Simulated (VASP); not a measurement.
# B (Pm-3m) in VASP: notebook, part 2 of 2

VASP 6.6.1. Earlier steps stand in the parts before.

**4. Single point, HF**

This run uses another cell than the first one, of 6.91 Å³/atom.

Input file POSCAR:

```
B
1.0
    1.9043351331      0.0000000000      0.0000000000
    0.0000000000      1.9043351331      0.0000000000
    0.0000000000      0.0000000000      1.9043351331
B
1
Direct
    0.5000000000      0.5000000000      0.5000000000
```

Input file INCAR.step1:

```
SYSTEM = B
PREC     = Accurate       ! precision mode
ENCUT    = 520            ! plane-wave cutoff, eV
EDIFF    = 1E-5           ! SCF threshold, eV
ISMEAR   = -1             ! smearing method
SIGMA    = 0.05           ! smearing width, eV
LREAL    = .False.        ! projectors in reciprocal space
LASPH    = .True.         ! aspherical terms in the spheres
NELM     = 60             ! most SCF steps
ALGO     = Normal         ! electronic algorithm
ISIF     = 2              ! what is computed and relaxed
LWAVE    = .True.         ! write WAVECAR
LCHARG   = .False.        ! write CHGCAR
GGA      = PE             ! functional
NBANDS   = 8              ! bands
```

Input file INCAR.step2:

```
SYSTEM = B
PREC     = Accurate       ! precision mode
ENCUT    = 520            ! plane-wave cutoff, eV
EDIFF    = 1E-6           ! SCF threshold, eV
ISMEAR   = -1             ! smearing method
SIGMA    = 0.05           ! smearing width, eV
LREAL    = .False.        ! projectors in reciprocal space
LASPH    = .True.         ! aspherical terms in the spheres
NELM     = 60             ! most SCF steps
ALGO     = Normal         ! electronic algorithm
ISIF     = 2              ! what is computed and relaxed
LWAVE    = .False.        ! write WAVECAR
LCHARG   = .False.        ! write CHGCAR
GGA      = PE             ! functional
LHFCALC  = .True.         ! exact exchange
AEXX     = 1.0            ! exact-exchange fraction
ALDAC    = 0.0          
AGGAC    = 0.0          
PRECFOCK = Normal       
ISTART   = 1            
NBANDS   = 8              ! bands
```

Input file KPOINTS:

```
Automatic mesh
0
Gamma
  7 7 7
  0 0 0
```

Potentials or basis: VASP PAW PBE potentials, release 64 (B).

The run is started by

```
cat potpaw_PBE.64/B/POTCAR > POTCAR
cp INCAR.step1 INCAR
mpirun -np 1 vasp_std > vasp.out
cp INCAR.step2 INCAR
mpirun -np 1 vasp_std > vasp.out
```

OUTCAR:

```text
SYSTEM = B
   PREC = Accurate
   ENCUT = 520
   EDIFF = 1E-6
   ISMEAR = -1
   LREAL = .False.
   LASPH = .True.
   NELM = 60
   ISIF = 2
   GGA = PE
   LHFCALC = .True.
   AEXX = 1.0
   PRECFOCK = Normal
   ISTART = 1

 ion  position               nearest neighbor table
   1  0.500  0.500  0.500-

  LATTYP: Found a simple cubic cell.
 ALAT       =     1.9043351331

  Lattice vectors:

[... 399 lines left out ...]
      3      22.9269      0.00000
      4      33.5910      0.00000
      5      36.2688      0.00000
      6      36.2688      0.00000
      7      37.4962      0.00000
      8      43.3992      0.00000

------------------------ aborting loop because EDIFF is reached ----------------------------------------

  FORCE on cell =-STRESS in cart. coord.  units (eV):
  Direction    XX          YY          ZZ          XY          YZ          ZX
  --------------------------------------------------------------------------------------
  -------------------------------------------------------------------------------------
  Total       -0.0340504     -0.0340504     -0.0340504     -0.0000000      0.0000000     -0.0000000
  in kB       -7.8995455     -7.8995455     -7.8995455     -0.0000000      0.0000000     -0.0000000
  external PRESSURE =      -7.8995455 kB  Pullay stress =       0.0000000 kB

 VOLUME and BASIS-vectors are now :
 -----------------------------------------------------------------------------
  energy-cutoff  :      520.00
  volume of cell :        6.91
      direct lattice vectors                 reciprocal lattice vectors
     1.904335133  0.000000000  0.000000000     0.525117655  0.000000000  0.000000000
     0.000000000  1.904335133  0.000000000     0.000000000  0.525117655  0.000000000
     0.000000000  0.000000000  1.904335133     0.000000000  0.000000000  0.525117655

 POSITION                                       TOTAL-FORCE (eV/Angst)
 -----------------------------------------------------------------------------------
      0.95217      0.95217      0.95217         0.000000      0.000000      0.000000
 -----------------------------------------------------------------------------------
    total drift:                                0.000000      0.000000      0.000000

  FREE ENERGIE OF THE ION-ELECTRON SYSTEM (eV)
  ---------------------------------------------------
  free  energy   TOTEN  =        -7.5365870903 eV

  energy  without entropy=       -7.5325001917  energy(sigma->0) =       -7.53454364
```

OUTCAR.step1:

```text
SYSTEM = B
   PREC = Accurate
   ENCUT = 520
   EDIFF = 1E-5
   ISMEAR = -1
   LREAL = .False.
[... 429 lines left out ...]

 POSITION                                       TOTAL-FORCE (eV/Angst)
 -----------------------------------------------------------------------------------
      0.95217      0.95217      0.95217         0.000000      0.000000      0.000000
 -----------------------------------------------------------------------------------
    total drift:                                0.000000      0.000000     -0.000000

  FREE ENERGIE OF THE ION-ELECTRON SYSTEM (eV)
  ---------------------------------------------------
  free  energy   TOTEN  =        -5.7040637315 eV

  energy  without entropy=       -5.6999768021  energy(sigma->0) =       -5.70202027
```

Run time: 44 s. Hardware: 1 thread of Intel Xeon 8259CL, shared host; peak memory 0.11 GiB.

Results:

```yaml
Free_energy: -7.5366 eV
Pressure: -0.8 GPa
Band_gap_on_the_k_mesh: zero (an odd number of electrons rules out a gap without spin polarisation)
```

Levels at points of the mesh, in eV from the Fermi level:
| k point | band 1 | band 2 | band 3 | band 4 | band 5 |
| --- | --- | --- | --- | --- | --- |
| (0.00, 0.00, 0.00) | -24.68 | 21.67 | 21.67 | 21.67 | 31.37 |

Caveat: the k points lie up to 0.47 Å⁻¹ apart, too coarse for converged energies and pressures of a metal; the PAW data sets were made with another functional, which shifts forces and pressure a little.

**5. Relaxation of cell and atoms, HSE06**

Input file POSCAR:

```
B
1.0
    1.8852400000      0.0000000000      0.0000000000
    0.0000000000      1.8852400000      0.0000000000
    0.0000000000      0.0000000000      1.8852400000
B
1
Direct
    0.5000000000      0.5000000000      0.5000000000
```

Input file INCAR.step1:

```
PREC = Accurate ; ENCUT = 600
EDIFF = 1E-5 ; ISMEAR = -1
SIGMA = 0.05 ; LREAL = F
LASPH = T ; NELM = 60
ALGO = Normal ; LWAVE = T
LCHARG = F ; GGA = PE
NBANDS = 8
```

Input file INCAR.step2:

```
PREC = Accurate ; ENCUT = 600
EDIFF = 1E-6 ; ISMEAR = -1
SIGMA = 0.05 ; LREAL = F
LASPH = T ; NELM = 60
ALGO = Normal ; ISIF = 3
LWAVE = F ; LCHARG = F
GGA = PE ; LHFCALC = T
HFSCREEN = 0.2079 ; PRECFOCK = Normal
IBRION = 2 ; NSW = 60
EDIFFG = -0.01 ; ISTART = 1
```

Input file KPOINTS:

```
regular mesh
0
Gamma
  7 7 7
```

The run is started by

```
cat potpaw_PBE.64/B/POTCAR > POTCAR
cp INCAR.step1 INCAR
mpirun -np 1 vasp_std > vasp.out
cp INCAR.step2 INCAR
mpirun -np 1 vasp_std > vasp.out
```

It took 2.3 min on 1 thread of Intel Xeon 8259CL, shared host; peak memory 0.21 GiB.

It converged, with:

```
Free energy                           : -6.2682 eV
Relaxed volume                        : 6.58 Å³/atom
Relaxed cell                          : a = 1.873 Å, b = 1.873 Å, c = 1.873 Å, α = 90.00°, β = 90.00°, γ = 90.00°
Space group after relaxing (to 0.1 Å) : Pm-3m (No. 221)
Energy gained by relaxing             : 1.8 meV/atom
Ionic steps                           : 3
Pressure after relaxing               : 0.0 GPa
Band gap on the k mesh                : zero (an odd number of electrons rules out a gap without spin polarisation)
```

The path:
```tsv
step	energy change (eV)	largest force (eV/Å)	pressure (GPa)	volume (Å³)
1	0.0000	0.0000	-4.58	6.70
2	-0.0014	0.0000	2.27	6.52
3	-0.0018	0.0000	0.02	6.58
```

Final structure:
```
B
1.0
     1.87343    0.00000    0.00000
     0.00000    1.87343    0.00000
     0.00000    0.00000    1.87343
B
1
Direct
  0.50000 0.50000 0.50000
```

Levels at points of the mesh, in eV from the Fermi level:
```csv
k point,band 1,band 2,band 3,band 4
"(0.00, 0.00, 0.00)",-18.00,15.44,15.44,15.44
```

Caveat: the k points lie up to 0.48 Å⁻¹ apart in the final cell, too coarse for converged energies and pressures of a metal; the PAW data sets were made with another functional, which shifts forces and pressure a little.

**6. Relaxation of cell and atoms, PBE-based screened hybrid with 25 % exact exchange**

POSCAR is that of step 5.

INCAR.step1 is that of step 5.

Input file INCAR.step2:

```
PREC = Accurate ; ENCUT = 600
EDIFF = 1E-7 ; ISMEAR = -1
SIGMA = 0.05 ; LREAL = F
LASPH = T ; NELM = 60
ALGO = Normal ; ISIF = 3
LWAVE = F ; LCHARG = F
GGA = PE ; LHFCALC = T
AEXX = 0.25 ; HFSCREEN = 0.3
PRECFOCK = Normal ; IBRION = 2
NSW = 60 ; EDIFFG = -0.01
ISTART = 1
```

KPOINTS is that of step 5.

Potentials or basis: VASP PAW PBE potentials, release 64 (B).

The run is started by

```
cat potpaw_PBE.64/B/POTCAR > POTCAR
cp INCAR.step1 INCAR
mpirun -np 1 vasp_std > vasp.out
cp INCAR.step2 INCAR
mpirun -np 1 vasp_std > vasp.out
```

It took 2.7 min on 1 thread of Intel Xeon 8259CL, shared host; peak memory 0.21 GiB.

It converged, with:

- Free energy: -6.1482 eV
- Relaxed volume: 6.59 Å³/atom
- Relaxed cell: a = 1.874 Å, b = 1.874 Å, c = 1.874 Å, α = 90.00°, β = 90.00°, γ = 90.00°
- Space group after relaxing (to 0.1 Å): Pm-3m (No. 221)
- Energy gained by relaxing: 1.5 meV/atom
- Ionic steps: 3
- Pressure after relaxing: 0.0 GPa
- Band gap on the k mesh: zero (an odd number of electrons rules out a gap without spin polarisation)

Step by step:
```tsv
step	energy change (eV)	largest force (eV/Å)	pressure (GPa)	volume (Å³)
1	0.0000	0.0000	-4.16	6.70
2	-0.0012	0.0000	2.01	6.53
3	-0.0015	0.0000	0.01	6.59
```

Final structure:
```yaml
crystal:
  lattice:
    - [1.87441, 0.00000, 0.00000]
    - [0.00000, 1.87441, 0.00000]
    - [0.00000, 0.00000, 1.87441]
  atoms:
    - { symbol: B, position: [0.50000, 0.50000, 0.50000] }
```

Levels at points of the mesh, in eV from the Fermi level:
| k point | band 1 | band 2 | band 3 | band 4 | band 5 |
| --- | --- | --- | --- | --- | --- |
| (0.00, 0.00, 0.00) | -17.81 | 15.22 | 15.22 | 15.22 | 25.47 |

Caveat: the k points lie up to 0.48 Å⁻¹ apart in the final cell, too coarse for converged energies and pressures of a metal; the PAW data sets were made with another functional, which shifts forces and pressure a little.

**7. Summary**

```tsv
task	level	cell	cutoff (eV)	share of exact exchange	screening parameter	gap on the mesh (eV)	pressure (GPa)	relaxed volume (Å³/atom)
single point	r2SCAN50	a = 1.885 Å, 1 atom	520	0.5	-	none	-8.1	-
single point	HF	a = 1.885 Å, 1 atom	520	1	-	none	6.5	-
single point	HF	a = 1.904 Å, 1 atom	520	1	-	none	-0.8	-
relaxation of cell and atoms	HSE06	relaxed from a = 1.885 Å, 1 atom	600	0.25	0.2079 1/Å	none	0.0	6.58
relaxation of cell and atoms	PBE-based screened hybrid with 25 % exact exchange	relaxed from a = 1.885 Å, 1 atom	600	0.25	0.3 1/Å	none	0.0	6.59
```

Alike in all rows: potentials or basis VASP PAW PBE potentials, release 64 (B); no spin polarisation; k mesh 7 × 7 × 7; smearing fermi-dirac 0.05 eV.

Caveats: all runs use coarse meshes; the PAW data sets were made with another functional, which shifts forces and pressure a little.

Absolute energies hang on the potentials; compare differences alone.
